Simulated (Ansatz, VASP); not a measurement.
# Two plane-wave programs on Hg

INCAR

```
SYSTEM = Hg
ALGO = Normal
EDIFF = 1E-7
EDIFFG = -0.04
ENCUT = 500
GGA = PS
GGA_COMPAT = .FALSE.
IBRION = 2
ISIF = 3
ISMEAR = 0
LASPH = .TRUE.
LCHARG = .FALSE.
LREAL = .FALSE.
LWAVE = .FALSE.
NELM = 120
NELMIN = 4
NSW = 90
PREC = Accurate
SIGMA = 0.1
```

KPOINTS

```
k-points
0
G
  6 6 4
  0 0 0
```

Contents of POSCAR:

```
Hg
1.0
    4.6224968615      0.0000000000      0.0000000000
   -2.3112484308      4.0031997110      0.0000000000
    0.0000000000      0.0000000000      5.2443774268
Hg
3
Direct
    0.2254000000      0.0000000000      0.3333333333
    0.0000000000      0.2254000000      0.6666666667
    0.7746000000      0.7746000000      0.0000000000
```

Input for Ansatz:

```yaml
crystal:
  lattice:
    - [4.6224968615, 0.0, 0.0]
    - [-2.3112484308, 4.003199711, 0.0]
    - [0.0, 0.0, 5.2443774268]
  atoms:
    - { symbol: Hg, position: [0.2254, 0.0, 0.3333333333] }
    - { symbol: Hg, position: [0.0, 0.2254, 0.6666666667] }
    - { symbol: Hg, position: [0.7746, 0.7746, 0.0] }
basis:
  ecutwfc: 420
kpoints:
  mp_grid: { grid: [6, 6, 4] }
hamiltonian:
  xc: pbesol
scf:
  occupations: { method: gaussian, width: 0.1 }
  lower_state_search: "off"
output:
  forces: true
  stress: true
  eigenvalues: true
relax:
  adjacent_minimum: "off"
  f_tol: 0.04
  max_steps: 70
  cell: { stress_tol: 0.4 }
```

Alike in both runs: task relaxation of cell and atoms; functional PBEsol; k mesh 6 × 6 × 4; occupations gaussian, width 0.1 eV; no spin polarisation.

|  | VASP | Ansatz |
| --- | --- | --- |
| version | VASP 6.6.1 | Ansatz 0.2.0 |
| potentials or method | VASP PAW PBE potentials, release 64 (Hg_sv_GW), cutoff 500 eV | scalar-relativistic, plane waves, PAW |
| valence electrons in the cell | 60 | 60 |

```csv
,VASP,Ansatz,Ansatz less VASP
"gap on the k mesh at the Fermi level, each at its own relaxed structure (eV)",none,none,-
relaxed volume (Å³/atom),25.40,25.49,+0.091
relaxed cell length with the largest relative difference (Å),4.978,5.074,+0.0954
```

VASP's potentials were made for PBE, not for PBEsol. A gap of «none» marks a metal or a gap that the smearing closes.

Spin-orbit coupling is off throughout. Noted on VASP's run: the volume moved by over 15 % at a fixed basis, so the end points are rough.
